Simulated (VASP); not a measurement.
Runs of VASP 6.6.1 on TiSi2. The structure is that of space group Cmcm (No. 63), or close to it. The cells are those of the table. 

```csv
cell,gap on the mesh (eV),pressure (GPa),largest force (eV/Å)
"a = 6.822, b = 6.822, c = 3.427 Å, angles 90.0, 90.0, 151.2°, 6 atoms",none,(a),0.14
"a = 6.669, b = 6.669, c = 3.522 Å, angles 90.0, 90.0, 149.7°, 6 atoms",none,8.8,0.42
"a = 6.852, b = 6.852, c = 3.619 Å, angles 90.0, 90.0, 149.7°, 6 atoms",none,-4.0,0.14
"a = 6.777, b = 6.777, c = 3.491 Å, angles 90.0, 90.0, 150.5°, 6 atoms",none,9.3,0.20
```

Alike in all rows: task single point; level PBEsol; potentials or basis VASP PAW PBE potentials, release 64 (Ti_sv, Si); no spin polarisation; k mesh 14 × 14 × 12; cutoff (eV) 520; smearing gaussian 0.15 eV.

Task: Estimate the missing entries.

Result: (a) 15.8.

Caveats: the PAW data sets were made with another functional, which shifts forces and pressure a little; the stress differs along the axes, from 9 to 20 GPa (at least some runs); the stress differs along the axes, from 6 to 12 GPa (at least some runs); the stress differs along the axes, from -6 to 0 GPa (at least some runs); the cell stands under pressure (at least some runs).

A gap of «none» marks levels without a gap at the run's occupations.
